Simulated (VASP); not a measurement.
# Ti (P6/mmm) in VASP: settings compared

The runs below take Ti through single point, with BLYP+D4, revPBE+D4.

Everything below comes from runs of VASP 6.6.1. Logs are shortened: lines on timing, memory, paths and dates and some standing lists are left out, and cuts for length are marked.

## (1) The cell of the first run

It takes space group P6/mmm (No. 191, hexagonal). The conventional cell has a = 4.561 Å, b = 4.561 Å, c = 2.827 Å, α = 90.00°, β = 90.00°, γ = 120.00°. Ti (site symmetry -6m2) has 11 Ti at 2.63 to 2.99 Å within 3.5 Å. Within 3.7 Å of Ti (site symmetry 6/mmm) lie 14 Ti at 2.83 to 2.99 Å.

## (2) Single point, BLYP+D4

INCAR

```
AGGAC = 1.0 ; AGGAX = 1.0
ALDAC = 0.0 ; ALDAX = 1.0
ALGO = Normal ; EDIFF = 1E-6
ENCUT = 520 ; GGA = B5
ISIF = 2 ; ISMEAR = -1
IVDW = 13 ; LASPH = True
LCHARG = True ; LELF = True
LREAL = False ; LVHAR = True
LWAVE = False ; NBANDS = 25
NELM = 60 ; PREC = Accurate
SIGMA = 0.05 ; VDW_A1 = 0.44488865
VDW_A2 = 4.0933009 ; VDW_S6 = 1.0
VDW_S8 = 2.34076671
```

KPOINTS

```
k-points
0
Gamma
  7 7 9
```

POSCAR

```
Ti
1.0
    4.5607754749      0.0000000000      0.0000000000
   -2.2803877375      3.9497474223      0.0000000000
    0.0000000000      0.0000000000      2.8265685070
Ti
3
Direct
    0.6666666667      0.3333333333      0.5000000000
    0.3333333333      0.6666666667      0.5000000000
    0.0000000000      0.0000000000      0.0000000000
```

Potentials or basis: VASP PAW PBE potentials, release 64 (Ti_sv).

On the command line:

```bash
$ cat potpaw_PBE.64/Ti_sv/POTCAR > POTCAR
$ mpirun -np 1 vasp_std > vasp.out
```

OUTCAR:

```text
EDIFF = 1E-6
   ENCUT = 520
   GGA = B5
   ISIF = 2
   ISMEAR = -1
   IVDW = 13
   LASPH = True
   LREAL = False
   NELM = 60
   PREC = Accurate

 ion  position               nearest neighbor table
   1  0.667  0.333  0.500-   2 2.63   2 2.63   2 2.63
   2  0.333  0.667  0.500-   1 2.63   1 2.63   1 2.63
   3  0.000  0.000  0.000-

  LATTYP: Found a hexagonal cell.
 ALAT       =     4.5607754749
 C/A-ratio  =     0.6197561188

  Lattice vectors:

 A1 = (   4.5607754749,   0.0000000000,   0.0000000000)
 A2 = (  -2.2803877375,   3.9497474223,   0.0000000000)
 A3 = (   0.0000000000,   0.0000000000,   2.8265685070)

Analysis of symmetry for initial positions (statically):
=====================================================================
 Subroutine PRICEL returns:
 Original cell was already a primitive cell.

 Routine SETGRP: Setting up the symmetry group for a
 hexagonal supercell.

 Subroutine GETGRP returns: Found 24 space group operations
 (whereof 24 operations were pure point group operations)
 out of a pool of 24 trial point group operations.

The static configuration has the point symmetry D_6h.

Analysis of symmetry for dynamics (positions and initial velocities):
=====================================================================
 Subroutine PRICEL returns:
 Original cell was already a primitive cell.

 Routine SETGRP: Setting up the symmetry group for a
 hexagonal supercell.

 Subroutine GETGRP returns: Found 24 space group operations
 (whereof 24 operations were pure point group operations)
 out of a pool of 24 trial point group operations.

The dynamic configuration has the point symmetry D_6h.

 Subroutine INISYM returns: Found 24 space group operations
 (whereof 24 operations are pure point group operations),
 and found     1 'primitive' translations

----------------------------------------------------------------------------------------

                                     Primitive cell

  volume of cell :      50.9176

  direct lattice vectors                    reciprocal lattice vectors
     4.560775475  0.000000000  0.000000000     0.219260958  0.126590373  0.000000000
    -2.280387737  3.949747422  0.000000000     0.000000000  0.253180746  0.000000000
     0.000000000  0.000000000  2.826568507     0.000000000  0.000000000  0.353785871

  length of vectors
     4.560775475  4.560775475  2.826568507     0.253180746  0.253180746  0.353785871

  position of ions in fractional coordinates (direct lattice)
     0.666666667  0.333333333  0.500000000
     0.333333333  0.666666667  0.500000000
     0.000000000  0.000000000  0.000000000

  ion indices of the primitive-cell ions
   primitive index   ion index
                 1           1
                 2           2
                 3           3

----------------------------------------------------------------------------------------

 KPOINTS: k-points

Automatic generation of k-mesh.
 Grid dimensions read from file:
 generate k-points for:    7    7    9

 Generating k-lattice:

  Cartesian coordinates                     Fractional coordinates (reciprocal lattice)
     0.031322994  0.018084339  0.000000000     0.142857143 -0.000000000  0.000000000
     0.000000000  0.036168678  0.000000000     0.000000000  0.142857143  0.000000000
     0.000000000  0.000000000  0.039309541     0.000000000  0.000000000  0.111111111

  Length of vectors
     0.036168678  0.036168678  0.039309541

  Shift w.r.t. Gamma in fractional coordinates (k-lattice)
     0.000000000  0.000000000  0.000000000

 Subroutine IBZKPT returns following result:
 ===========================================

 Found     40 irreducible k-points:

 Following reciprocal coordinates:
            Coordinates               Weight
  0.000000  0.000000  0.000000      1.000000
  0.142857  0.000000  0.000000      6.000000
  0.285714 -0.000000  0.000000      6.000000
  0.428571 -0.000000  0.000000      6.000000
  0.142857  0.142857  0.000000      6.000000
  0.285714  0.142857  0.000000     12.000000
[... 16 lines left out ...]
  0.428571  0.142857  0.222222     12.000000
  0.285714  0.285714  0.222222     12.000000
 [... further k-points ...]
   k-points           NKPTS =     40   k-points in BZ     NKDIM =     40   number of bands    NBANDS=     25
   number of dos      NEDOS =    301   number of ions     NIONS =      3
   total plane-waves  NPLWV =  31104
   dimension x,y,z NGX =    36 NGY =   36 NGZ =   24
   dimension x,y,z NGXF=    72 NGYF=   72 NGZF=   48
   ions per type =               3
   NGX,Y,Z   is equivalent  to a cutoff of  13.12, 13.12, 14.12 a.u.
   NGXF,Y,Z  is equivalent  to a cutoff of  26.24, 26.24, 28.23 a.u.
 SYSTEM =  unknown system
   PREC   = accura    normal or accurate (medium, high low for compatibility)
   ISTART =      0    job   : 0-new  1-cont  2-samecut
   ICHARG =      2    charge: 1-file 2-atom 10-const
   ISPIN  =      1    spin polarized calculation?
   LNONCOLLINEAR =      F non collinear calculations
   LSORBIT =      F    spin-orbit coupling
   LASPH  =      T    aspherical Exc in radial PAW
   ENCUT  =  520.0 eV  38.22 Ry    6.18 a.u.   8.48  8.48  5.26*2*pi/ulx,y,z
   NELM   =     60;   NELMIN=  2; NELMDL= -5     # of ELM steps
   EDIFF  = 0.1E-05   stopping-criterion for ELM
   LREAL  =      F    real-space projection
   EDIFFG = 0.1E-04   stopping-criterion for IOM
   NSW    =      0    number of steps for IOM
   IBRION =     -1    ionic relax: 0-MD 1-quasi-New 2-CG
   NFREE  =      0    steps in history (QN), initial steepest desc. (CG)
   ISIF   =      2    stress and relaxation
   ISYM   =      2    0-nonsym 1-usesym 2-fastsym
   POTIM  = 0.5000    time-step for ionic-motion
   TEBEG  =    0.0;   TEEND  =   0.0 temperature during run
   PSTRESS=    0.0 pullay stress
   NELECT =      36.0000    total number of electrons
   NUPDOWN=      -1.0000    fix difference up-down
   EMIN   =  10.00;   EMAX   =-10.00  energy-range for DOS
   EFERMI =   0.00;   METHOD = LEGACY
   ISMEAR =    -1;   SIGMA  =   0.05  broadening in eV -4-tet -1-fermi 0-gaus
   EFERMI_NEDOS =   21; number of points for ismear=-14 and -15
   IALGO  =     38    algorithm
   IMIX   =      4    mixing-type and parameters
     AMIX     =   0.40;   BMIX     =  1.00
     AMIX_MAG =   1.60;   BMIX_MAG =  1.00
  volume/ion in A,a.u.               =      16.97       114.54
  Fermi-wavevector in a.u.,A,eV,Ry     =   1.458433  2.756039 28.939957  2.127027
  Thomas-Fermi vector in A             =   2.575118
   LORBIT       =      0    0 simple, 1 ext, 2 COOP (PROOUT), +10 PAW based schemes
   GGA     = B5    functional components
   LHFCALC =     F    Hartree Fock is set to
   AEXX    =    0.0000 exact exchange contribution
   IVDW    =    13    specifies the selected vdW correction
   LEPSILON=     F    determine dielectric tensor
   LRPA    =     F    only Hartree local field effects (RPA)
 non-spin polarized calculation
  energy-cutoff  :      520.00
  volume of cell :       50.92
 maximum number of plane-waves:      1402
 NGX is ok and might be reduce to    36
   NGX = 17   NGY = 17   NGZ = 11

 number of electron      35.9999991 magnetization

 Free energy of the ion-electron system (eV)
  ---------------------------------------------------
  ext. energy  EPLUGINS =         0.00000000
  ---------------------------------------------------
  free energy    TOTEN  =       -20.30562398 eV

  energy without entropy =      -20.28067496  energy(sigma->0) =      -20.29314947

 E-fermi :   8.9254     XC(G=0): -11.0691

 val. band max:        8.9146487998   @ k =   0.4286   0.1429   0.3333
 cond. band min:       8.9351164598   @ k =   0.2857  -0.0000   0.1111
 fundamental gap:      0.0204676599
 Fermi energy:         8.9253693412

 k-point     1 :       0.0000    0.0000    0.0000
  band No.  band energies     occupation
      1     -47.7316      2.00000
      2     -47.4614      2.00000
      3     -47.2882      2.00000
      4     -24.2188      2.00000
      5     -24.2188      2.00000
      6     -24.1072      2.00000
[... 17 lines left out ...]
     24      10.6582      0.00000
     25      10.7796      0.00000

 k-point     2 :       0.1429    0.0000    0.0000
  band No.  band energies     occupation
      1     -47.7288      2.00000
      2     -47.4562      2.00000
      3     -47.2966      2.00000
      4     -24.2724      2.00000
      5     -24.2546      2.00000
      6     -24.0526      2.00000
[... 17 lines left out ...]
     24      10.4099      0.00000
     25      11.1916      0.00000

 k-point     3 :       0.2857   -0.0000    0.0000
  band No.  band energies     occupation
      1     -47.7227      2.00000
      2     -47.4405      2.00000
      3     -47.3192      2.00000
      4     -24.3410      2.00000
      5     -24.2552      2.00000
      6     -23.9818      2.00000
[... 17 lines left out ...]
     24      10.7713      0.00000
     25      11.5741      0.00000

 k-point     4 :       0.4286   -0.0000    0.0000
  band No.  band energies     occupation
      1     -47.7180      2.00000
      2     -47.4196      2.00000
      3     -47.3452      2.00000
      4     -24.3806      2.00000
      5     -24.2046      2.00000
      6     -23.9638      2.00000
[... 17 lines left out ...]
     24      11.1180      0.00000
     25      11.3436      0.00000
[... 477 lines left out ...]
 k-point    22 :       0.2857    0.1429    0.2222
  band No.  band energies     occupation
      1     -47.6949      2.00000
      2     -47.4022      2.00000
      3     -47.3156      2.00000
      4     -24.2797      2.00000
      5     -24.2240      2.00000
      6     -24.0817      2.00000
[... 17 lines left out ...]
     24      11.0557      0.00000
     25      11.3665      0.00000

 k-point    23 :       0.4286    0.1429    0.2222
  band No.  band energies     occupation
      1     -47.6936      2.00000
      2     -47.3849      2.00000
      3     -47.3344      2.00000
      4     -24.2911      2.00000
      5     -24.1955      2.00000
      6     -24.1236      2.00000
[... 17 lines left out ...]
     24      11.2603      0.00000
     25      11.4648      0.00000

 k-point    24 :       0.2857    0.2857    0.2222
  band No.  band energies     occupation
      1     -47.6934      2.00000
      2     -47.3770      2.00000
      3     -47.3426      2.00000
      4     -24.2468      2.00000
      5     -24.2208      2.00000
      6     -24.1621      2.00000
[... 17 lines left out ...]
     24      11.4440      0.00000
     25      11.4935      0.00000

 [... further k-points ...]

------------------------ aborting loop because EDIFF is reached ----------------------------------------

  DFT-D4 for vdW energy calculation

  Edisp (eV):   -1.15434

  FORCE on cell =-STRESS in cart. coord.  units (eV):
  Direction    XX          YY          ZZ          XY          YZ          ZX
  --------------------------------------------------------------------------------------
  -------------------------------------------------------------------------------------
  Total      -0.01078    -0.01078    -0.00268     0.00000    -0.00000     0.00000
  in kB      -0.33922    -0.33922    -0.08443     0.00000    -0.00000     0.00000
  external pressure =       -0.25 kB  Pullay stress =        0.00 kB

 VOLUME and BASIS-vectors are now :
 -----------------------------------------------------------------------------
  energy-cutoff  :      520.00
  volume of cell :       50.92
      direct lattice vectors                 reciprocal lattice vectors
     4.560775475  0.000000000  0.000000000     0.219260958  0.126590373  0.000000000
    -2.280387737  3.949747422  0.000000000     0.000000000  0.253180746  0.000000000
     0.000000000  0.000000000  2.826568507     0.000000000  0.000000000  0.353785871

 POSITION                                       TOTAL-FORCE (eV/Angst)
 -----------------------------------------------------------------------------------
      2.28039      1.31658      1.41328         0.000000      0.000000     -0.000000
     -0.00000      2.63316      1.41328        -0.000000      0.000000      0.000000
      0.00000      0.00000      0.00000        -0.000000      0.000000     -0.000000
 -----------------------------------------------------------------------------------
    total drift:                                0.000000      0.000000     -0.000000

  FREE ENERGIE OF THE ION-ELECTRON SYSTEM (eV)
  ---------------------------------------------------
  free  energy   TOTEN  =       -21.4599621993 eV

  energy  without entropy=      -21.4350131815  energy(sigma->0) =      -21.44748769
```

Wall time 65 s (1 thread of Intel Xeon Platinum 8488C (Sapphire Rapids), shared host); peak memory 0.19 GiB.

Results:

* Free energy: -21.4600 eV
* Pressure: 0.0 GPa
* Band gap on the k mesh: zero (band 18 reaches 9.09 eV, above the bottom of band 19 at 8.83 eV)
* Dispersion energy per atom: -0.385 eV

Levels at points of the mesh, in eV from the Fermi level:
| k point | band 16 | band 17 | band 18 | band 19 | band 20 | band 21 |
| --- | --- | --- | --- | --- | --- | --- |
| (0.00, 0.00, 0.00) | -0.66 | -0.57 | -0.57 | -0.04 | 0.64 | 1.23 |

Caveat: the PAW data sets were made with another functional, which shifts forces and pressure a little; pairwise dispersion overbinds metals, which lowers pressure and volume.

## (3) Single point, revPBE+D4

This run uses another cell than the first one, of 17.05 Å³/atom, 1.005 times its volume.

INCAR

```
PREC = Accurate
ENCUT = 520
EDIFF = 1E-6
ISMEAR = -1
SIGMA = 0.05
LREAL = False
LASPH = True
NELM = 80
ALGO = Normal
ISIF = 2
LWAVE = False
LCHARG = False
GGA = RE
IVDW = 13
NBANDS = 25
```

KPOINTS

```
Automatic mesh
0
Gamma
  7 7 9
```

POSCAR

```
Ti
1.0
    4.5722769303      0.0000000000      0.0000000000
   -2.2861384652      3.9597079748      0.0000000000
    0.0000000000      0.0000000000      2.8252637502
Ti
3
Direct
    0.6666666667      0.3333333333      0.5000000000
    0.3333333333      0.6666666667      0.5000000000
    0.0000000000      0.0000000000      0.0000000000
```

Potentials or basis: VASP PAW PBE potentials, release 64 (Ti_sv).

On the command line:

```bash
$ cat potpaw_PBE.64/Ti_sv/POTCAR > POTCAR
$ mpirun -np 1 vasp_std > vasp.out
```

Run time: 46 s. Hardware: 1 thread of Intel Xeon Platinum 8488C (Sapphire Rapids), shared host; peak memory 0.19 GiB.

It converged, with:

```yaml
Free_energy: -23.5001 eV
Pressure: -0.2 GPa
Band_gap_on_the_k_mesh: zero (band 18 reaches 8.70 eV, above the bottom of band 19 at 8.44 eV)
Dispersion_energy_per_atom: -0.313 eV
```

Levels at points of the mesh, in eV from the Fermi level:
| k point | band 14 | band 15 | band 16 | band 17 | band 18 | band 19 | band 20 | band 21 | band 22 | band 23 |
| --- | --- | --- | --- | --- | --- | --- | --- | --- | --- | --- |
| (0.00, 0.00, 0.00) | -1.94 | -0.71 | -0.71 | -0.62 | -0.62 | -0.02 | 0.69 | 1.31 | 1.31 | 1.83 |

Caveat: the PAW data sets were made with another functional, which shifts forces and pressure a little; pairwise dispersion overbinds metals, which lowers pressure and volume.
